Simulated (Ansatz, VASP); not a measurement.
Given: the input of a run of Ansatz 0.2.0 on Os.

The input input.yaml:

```yaml
crystal:
  lattice:
    - [2.7341, 0.0, 0.0]
    - [-1.36705, 2.3678000565, 0.0]
    - [0.0, 0.0, 4.3197]
  atoms:
    - { symbol: Os, position: [0.6666666667, 0.3333333333, 0.75] }
    - { symbol: Os, position: [0.3333333333, 0.6666666667, 0.25] }
kpoints:
  mp_grid: { grid: [11, 11, 6] }
scf:
  occupations: { method: fermi_dirac, width: 0.05 }
hamiltonian:
  xc: revpbe
  dispersion: d3bj
  pseudopotentials: { kind: all_electron, lapw: { basis_error: 0.001 } }
output:
  forces: true
  stress: true
relax:
  f_tol: 0.005
  max_steps: 60
  cell: {}
```

Potentials or basis: all-electron LAPW, scalar-relativistic.

Launch:

```bash
$ ansatz run input.yaml --threads 1 --pin off --max-ram 3072MiB --backend cpu --events-out ev --progress --plain --runs-dir out
```

Question: Set up the same calculation for VASP 6.6.1. Potentials there: VASP PAW PBE potentials, release 64 (Os).

Answer: As run (the cutoff follows the program's own potentials):

File INCAR:

```
PREC = Accurate
ENCUT = 600
EDIFF = 1E-7
ISMEAR = -1
SIGMA = 0.05
LREAL = False
LASPH = True
NELM = 80
ALGO = Normal
ISIF = 3
LWAVE = False
LCHARG = False
GGA = RE
IVDW = 12
IBRION = 2
NSW = 80
EDIFFG = -0.005
```

KPOINTS

```
regular mesh
0
Gamma
  11 11 6
```

File POSCAR:

```
Os
1.0
    2.7341000000      0.0000000000      0.0000000000
   -1.3670500000      2.3678000565      0.0000000000
    0.0000000000      0.0000000000      4.3197000000
Os
2
Direct
    0.6666666667      0.3333333333      0.7500000000
    0.3333333333      0.6666666667      0.2500000000
```

Potentials or basis: VASP PAW PBE potentials, release 64 (Os).

Run with:

```sh
$ cat potpaw_PBE.64/Os/POTCAR > POTCAR
$ mpirun -np 1 vasp_std > vasp.out
```

Both were run:

|  | VASP | Ansatz | Ansatz less VASP |
| --- | --- | --- | --- |
| relaxed volume (Å³/atom) | 13.90 | 13.90 | -0.004 |
| relaxed cell length with the largest relative difference (Å) | 2.728 | 2.728 | -0.0005 |

VASP's potentials were made for PBE, not for revPBE. Ansatz ran all-electron here, and VASP with PAW potentials.

Spin-orbit coupling is off throughout.
